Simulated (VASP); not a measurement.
# Ta (Im-3m) in VASP: notebook

Ta is run at these levels: BLYP; tasks: single point.

All numbers are computed with VASP 6.6.1; they aren't measurements. Logs are shortened: lines on timing, memory, paths and dates and some standing lists are left out, and cuts for length are marked.

## (1) The cell of the first run

Symmetry: Im-3m, No. 229, cubic system. Conventional cell: a = 3.310 Å, b = 3.310 Å, c = 3.310 Å, α = 90.00°, β = 90.00°, γ = 90.00°. Ta (site symmetry m-3m) has 14 Ta at 2.87 to 3.31 Å within 3.8 Å.

## (2) Single point, BLYP (volume scaled by 0.96)

INCAR reads:

```
PREC = Accurate
ENCUT = 520
EDIFF = 1E-6
ISMEAR = -1
SIGMA = 0.1
LREAL = F
LASPH = T
NELM = 100
ALGO = Normal
ISIF = 2
LWAVE = F
LCHARG = F
GGA = B5
ALDAX = 1.0
AGGAX = 1.0
AGGAC = 1.0
ALDAC = 0.0
NBANDS = 12
```

KPOINTS reads:

```
regular mesh
0
Gamma
  22 22 22
```

POSCAR reads:

```
Ta
1.0
   -1.6551612102      1.6551612102      1.6551612102
    1.6551612102     -1.6551612102      1.6551612102
    1.6551612102      1.6551612102     -1.6551612102
Ta
1
Direct
    0.0000000000      0.0000000000      0.0000000000
```

Potentials or basis: VASP PAW PBE potentials, release 64 (Ta_pv).

Started as:

```bash
> cat potpaw_PBE.64/Ta_pv/POTCAR > POTCAR
> mpirun -np 1 vasp_std > vasp.out
```

OUTCAR:

```text
PREC = Accurate
   ENCUT = 520
   EDIFF = 1E-6
   ISMEAR = -1
   LREAL = F
   LASPH = T
   NELM = 100
   ISIF = 2
   GGA = B5

 ion  position               nearest neighbor table
   1  0.000  0.000  0.000-

  LATTYP: Found a body centered cubic cell.
 ALAT       =     3.3103224204

  Lattice vectors:

 A1 = (  -1.6551612102,   1.6551612102,   1.6551612102)
 A2 = (   1.6551612102,  -1.6551612102,   1.6551612102)
 A3 = (   1.6551612102,   1.6551612102,  -1.6551612102)

Analysis of symmetry for initial positions (statically):
=====================================================================
 Subroutine PRICEL returns:
 Original cell was already a primitive cell.

 Routine SETGRP: Setting up the symmetry group for a
 body centered cubic supercell.

 Subroutine GETGRP returns: Found 48 space group operations
 (whereof 48 operations were pure point group operations)
 out of a pool of 48 trial point group operations.

The static configuration has the point symmetry O_h .

Analysis of symmetry for dynamics (positions and initial velocities):
=====================================================================
 Subroutine PRICEL returns:
 Original cell was already a primitive cell.

 Routine SETGRP: Setting up the symmetry group for a
 body centered cubic supercell.

 Subroutine GETGRP returns: Found 48 space group operations
 (whereof 48 operations were pure point group operations)
 out of a pool of 48 trial point group operations.

The dynamic configuration has the point symmetry O_h .

 Subroutine INISYM returns: Found 48 space group operations
 (whereof 48 operations are pure point group operations),
 and found     1 'primitive' translations

----------------------------------------------------------------------------------------

                                     Primitive cell

  volume of cell :      18.1376

  direct lattice vectors                    reciprocal lattice vectors
    -1.655161210  1.655161210  1.655161210     0.000000000  0.302085378  0.302085378
     1.655161210 -1.655161210  1.655161210     0.302085378  0.000000000  0.302085378
     1.655161210  1.655161210 -1.655161210     0.302085378  0.302085378  0.000000000

  length of vectors
     2.866823311  2.866823311  2.866823311     0.427213239  0.427213239  0.427213239

  position of ions in fractional coordinates (direct lattice)
     0.000000000  0.000000000  0.000000000

  ion indices of the primitive-cell ions
   primitive index   ion index
                 1           1

----------------------------------------------------------------------------------------

 KPOINTS: regular mesh

Automatic generation of k-mesh.
 Grid dimensions read from file:
 generate k-points for:   22   22   22

 Generating k-lattice:

  Cartesian coordinates                     Fractional coordinates (reciprocal lattice)
     0.000000000  0.013731154  0.013731154     0.045454545  0.000000000  0.000000000
     0.013731154  0.000000000  0.013731154     0.000000000  0.045454545  0.000000000
     0.013731154  0.013731154  0.000000000     0.000000000  0.000000000  0.045454545

  Length of vectors
     0.019418784  0.019418784  0.019418784

  Shift w.r.t. Gamma in fractional coordinates (k-lattice)
     0.000000000  0.000000000  0.000000000

 Subroutine IBZKPT returns following result:
 ===========================================

 Found    328 irreducible k-points:

 Following reciprocal coordinates:
            Coordinates               Weight
  0.000000  0.000000  0.000000      1.000000
  0.045455  0.000000  0.000000     12.000000
  0.090909  0.000000  0.000000     12.000000
  0.136364  0.000000  0.000000     12.000000
  0.181818  0.000000  0.000000     12.000000
  0.227273  0.000000  0.000000     12.000000
[... 16 lines left out ...]
  0.090909  0.090909  0.000000     24.000000
  0.136364  0.090909 -0.000000     48.000000
 [... further k-points ...]
   k-points           NKPTS =    328   k-points in BZ     NKDIM =    328   number of bands    NBANDS=     12
   number of dos      NEDOS =    301   number of ions     NIONS =      1
   total plane-waves  NPLWV =  13824
   dimension x,y,z NGX =    24 NGY =   24 NGZ =   24
   dimension x,y,z NGXF=    48 NGYF=   48 NGZF=   48
   ions per type =               1
   NGX,Y,Z   is equivalent  to a cutoff of  13.92, 13.92, 13.92 a.u.
   NGXF,Y,Z  is equivalent  to a cutoff of  27.84, 27.84, 27.84 a.u.
 SYSTEM =  unknown system
   PREC   = accura    normal or accurate (medium, high low for compatibility)
   ISTART =      0    job   : 0-new  1-cont  2-samecut
   ICHARG =      2    charge: 1-file 2-atom 10-const
   ISPIN  =      1    spin polarized calculation?
   LNONCOLLINEAR =      F non collinear calculations
   LSORBIT =      F    spin-orbit coupling
   LASPH  =      T    aspherical Exc in radial PAW
   ENCUT  =  520.0 eV  38.22 Ry    6.18 a.u.   5.33  5.33  5.33*2*pi/ulx,y,z
   NELM   =    100;   NELMIN=  2; NELMDL= -5     # of ELM steps
   EDIFF  = 0.1E-05   stopping-criterion for ELM
   LREAL  =      F    real-space projection
   EDIFFG = 0.1E-04   stopping-criterion for IOM
   NSW    =      0    number of steps for IOM
   IBRION =     -1    ionic relax: 0-MD 1-quasi-New 2-CG
   NFREE  =      0    steps in history (QN), initial steepest desc. (CG)
   ISIF   =      2    stress and relaxation
   ISYM   =      2    0-nonsym 1-usesym 2-fastsym
   POTIM  = 0.5000    time-step for ionic-motion
   TEBEG  =    0.0;   TEEND  =   0.0 temperature during run
   PSTRESS=    0.0 pullay stress
   NELECT =      11.0000    total number of electrons
   NUPDOWN=      -1.0000    fix difference up-down
   EMIN   =  10.00;   EMAX   =-10.00  energy-range for DOS
   EFERMI =   0.00;   METHOD = LEGACY
   ISMEAR =    -1;   SIGMA  =   0.10  broadening in eV -4-tet -1-fermi 0-gaus
   EFERMI_NEDOS =   21; number of points for ismear=-14 and -15
   IALGO  =     38    algorithm
   IMIX   =      4    mixing-type and parameters
     AMIX     =   0.40;   BMIX     =  1.00
     AMIX_MAG =   1.60;   BMIX_MAG =  1.00
  volume/ion in A,a.u.               =      18.14       122.40
  Fermi-wavevector in a.u.,A,eV,Ry     =   1.385730  2.618651 26.126572  1.920249
  Thomas-Fermi vector in A             =   2.510113
   LORBIT       =      0    0 simple, 1 ext, 2 COOP (PROOUT), +10 PAW based schemes
   GGA     = B5    functional components
   LHFCALC =     F    Hartree Fock is set to
   AEXX    =    0.0000 exact exchange contribution
   IVDW    =     0    specifies the selected vdW correction
   LEPSILON=     F    determine dielectric tensor
   LRPA    =     F    only Hartree local field effects (RPA)
 non-spin polarized calculation
  energy-cutoff  :      520.00
  volume of cell :       18.14
 maximum number of plane-waves:       498
 NGX is ok and might be reduce to    24
   NGX = 11   NGY = 11   NGZ = 11

 number of electron      11.0000001 magnetization

 Free energy of the ion-electron system (eV)
  ---------------------------------------------------
  ext. energy  EPLUGINS =         0.00000000
  ---------------------------------------------------
  free energy    TOTEN  =       -10.29716670 eV

  energy without entropy =      -10.25202312  energy(sigma->0) =      -10.27459491

 E-fermi :   6.0172     XC(G=0): -11.9609

 val. band max:        6.0170427393   @ k =  -0.2273   0.2273   0.0909
 cond. band min:       6.0213488409   @ k =  -0.1364   0.2273   0.0455
 fundamental gap:      0.0043061016
 Fermi energy:         6.0171691114

 k-point     1 :       0.0000    0.0000    0.0000
  band No.  band energies     occupation
      1     -26.9752      2.00000
      2     -26.9752      2.00000
      3     -26.9752      2.00000
      4      -1.7295      2.00000
      5       6.6230      0.00467
      6       6.6230      0.00467
      7       6.6230      0.00467
      8       9.8838      0.00000
      9       9.8838      0.00000
     10      20.0676      0.00000
     11      21.1484      0.00000
     12      21.1484      0.00000

 k-point     2 :       0.0455    0.0000    0.0000
  band No.  band energies     occupation
      1     -27.0010      2.00000
      2     -26.9831      2.00000
      3     -26.9753      2.00000
      4      -1.6367      2.00000
      5       6.5640      0.00840
      6       6.6087      0.00538
      7       6.7129      0.00190
      8       9.7854      0.00000
      9       9.8839      0.00000
     10      20.0677      0.00000
     11      21.2314      0.00000
     12      21.3088      0.00000

 k-point     3 :       0.0909    0.0000    0.0000
  band No.  band energies     occupation
      1     -27.0759      2.00000
      2     -27.0063      2.00000
      3     -26.9757      2.00000
      4      -1.3648      2.00000
      5       6.3970      0.04385
      6       6.5525      0.00942
      7       6.9810      0.00013
      8       9.5505      0.00000
      9       9.8878      0.00000
     10      20.0670      0.00000
     11      21.4542      0.00000
     12      21.7793      0.00000
[... 286 lines left out ...]
 k-point    23 :       0.0909    0.0909    0.0000
  band No.  band energies     occupation
      1     -27.2570      2.00000
      2     -27.0408      2.00000
      3     -26.9997      2.00000
      4      -0.6836      2.00000
      5       6.1018      0.60033
      6       6.2105      0.25272
      7       7.7388      0.00000
      8       9.1175      0.00000
      9      10.0192      0.00000
     10      20.0660      0.00000
     11      21.9714      0.00000
     12      22.8017      0.00000

 k-point    24 :       0.1364    0.0909   -0.0000
  band No.  band energies     occupation
      1     -27.3909      2.00000
      2     -27.0843      2.00000
      3     -27.0073      2.00000
      4      -0.1414      2.00000
      5       5.8319      1.72891
      6       5.9800      1.18371
      7       8.3672      0.00000
      8       8.9729      0.00000
      9      10.1338      0.00000
     10      20.0645      0.00000
     11      22.2469      0.00000
     12      23.0611      0.00000

 [... further k-points ...]

------------------------ aborting loop because EDIFF is reached ----------------------------------------

  FORCE on cell =-STRESS in cart. coord.  units (eV):
  Direction    XX          YY          ZZ          XY          YZ          ZX
  --------------------------------------------------------------------------------------
  -------------------------------------------------------------------------------------
  Total        0.9913459      0.9913459      0.9913459     -0.0000000      0.0000000     -0.0000000
  in kB       87.5699144     87.5699144     87.5699144     -0.0000000      0.0000000     -0.0000000
  external PRESSURE =      87.5699144 kB  Pullay stress =       0.0000000 kB

 VOLUME and BASIS-vectors are now :
 -----------------------------------------------------------------------------
  energy-cutoff  :      520.00
  volume of cell :       18.14
      direct lattice vectors                 reciprocal lattice vectors
    -1.655161210  1.655161210  1.655161210     0.000000000  0.302085378  0.302085378
     1.655161210 -1.655161210  1.655161210     0.302085378  0.000000000  0.302085378
     1.655161210  1.655161210 -1.655161210     0.302085378  0.302085378  0.000000000

 POSITION                                       TOTAL-FORCE (eV/Angst)
 -----------------------------------------------------------------------------------
      0.00000      0.00000      0.00000         0.000000      0.000000      0.000000
 -----------------------------------------------------------------------------------
    total drift:                               -0.000000      0.000000      0.000000

  FREE ENERGIE OF THE ION-ELECTRON SYSTEM (eV)
  ---------------------------------------------------
  free  energy   TOTEN  =       -10.2971666994 eV

  energy  without entropy=      -10.2520231237  energy(sigma->0) =      -10.27459491
```

It took 76 s on 1 thread of Intel Xeon 8259CL, shared host; peak memory 0.2 GiB.

Results:

| Item | Value |
| --- | --- |
| Free energy | -10.2972 eV |
| Pressure | 8.8 GPa |

Caveat: the cell differs from its parent crystal (volume scaled by 0.96); the PAW data sets were made with another functional, which shifts forces and pressure a little; spin-orbit coupling is left out, which moves the levels of the heavy elements.

## (3) Single point, BLYP

This run uses another cell than the first one, of 18.89 Å³/atom, 1.042 times its volume.

INCAR reads:

```
PREC = Accurate ; ENCUT = 520
EDIFF = 1E-6 ; ISMEAR = -1
SIGMA = 0.1 ; LREAL = False
LASPH = True ; NELM = 80
ALGO = Normal ; ISIF = 2
LWAVE = False ; LCHARG = False
GGA = B5 ; ALDAX = 1.0
AGGAX = 1.0 ; AGGAC = 1.0
ALDAC = 0.0 ; NBANDS = 12
```

KPOINTS is that of step 2.

POSCAR reads:

```
Ta
1.0
   -1.6778374693      1.6778374693      1.6778374693
    1.6778374693     -1.6778374693      1.6778374693
    1.6778374693      1.6778374693     -1.6778374693
Ta
1
Direct
    0.0000000000      0.0000000000      0.0000000000
```

Potentials or basis: VASP PAW PBE potentials, release 64 (Ta_pv).

Started as:

```bash
> cat potpaw_PBE.64/Ta_pv/POTCAR > POTCAR
> mpirun -np 1 vasp_std > vasp.out
```

It took 74 s on 1 thread of Intel Xeon 8259CL, shared host; peak memory 0.2 GiB.

Results (log left out):

```yaml
Free_energy: -10.3190 eV
Pressure: 0.7 GPa
```

Levels at points of the mesh, in eV from the Fermi level:
| k point | band 2 | band 3 | band 4 | band 5 | band 6 | band 7 | band 8 | band 9 | band 10 | band 11 |
| --- | --- | --- | --- | --- | --- | --- | --- | --- | --- | --- |
| (0.00, 0.00, 0.00) | -33.15 | -33.15 | -7.59 | 0.60 | 0.60 | 0.60 | 3.72 | 3.72 | 13.92 | 14.94 |
| (0.50, 0.00, 0.00) | -33.48 | -33.15 | -4.15 | -1.50 | 1.62 | 3.56 | 4.50 | 7.17 | 10.88 | 11.91 |
| (0.50, 0.50, 0.50) | -33.87 | -33.87 | -3.54 | -3.54 | 6.29 | 6.29 | 6.29 | 8.41 | 8.41 | 8.41 |

Caveat: the PAW data sets were made with another functional, which shifts forces and pressure a little; spin-orbit coupling is left out, which moves the levels of the heavy elements.

## (4) Single point, BLYP

This run uses another cell than the first one, of 18.89 Å³/atom, 1.042 times its volume.

INCAR reads:

```
SYSTEM = Ta
AGGAC = 1.0
AGGAX = 1.0
ALDAC = 0.0
ALDAX = 1.0
ALGO = Normal
EDIFF = 1E-6
ENCUT = 520
GGA = B5
ISIF = 2
ISMEAR = -1
LASPH = .True.
LCHARG = .False.
LREAL = .False.
LWAVE = .False.
NBANDS = 12
NELM = 80
PREC = Accurate
SIGMA = 0.1
```

KPOINTS reads:

```
k-points
0
Gamma
  22 22 22
  0 0 0
```

POSCAR is that of step 3.

Started as:

```bash
> cat potpaw_PBE.64/Ta_pv/POTCAR > POTCAR
> mpirun -np 1 vasp_std > vasp.out
```

Run time: 68 s. Hardware: 1 thread of Intel Xeon 8259CL, shared host; peak memory 0.2 GiB.

The run converged. Its results:

- Free energy: -10.3190 eV
- Pressure: 0.7 GPa

Levels at points of the mesh, in eV from the Fermi level:
| k point | band 3 | band 4 | band 5 | band 6 | band 7 | band 8 | band 9 | band 10 |
| --- | --- | --- | --- | --- | --- | --- | --- | --- |
| (0.00, 0.00, 0.00) | -33.15 | -7.59 | 0.60 | 0.60 | 0.60 | 3.72 | 3.72 | 13.92 |
| (0.50, 0.00, 0.00) | -33.15 | -4.15 | -1.50 | 1.62 | 3.56 | 4.50 | 7.17 | 10.88 |
| (0.50, 0.50, 0.50) | -33.87 | -3.54 | -3.54 | 6.29 | 6.29 | 6.29 | 8.41 | 8.41 |

Caveat: the PAW data sets were made with another functional, which shifts forces and pressure a little; spin-orbit coupling is left out, which moves the levels of the heavy elements.

(Part 1 of 2 ends here.)
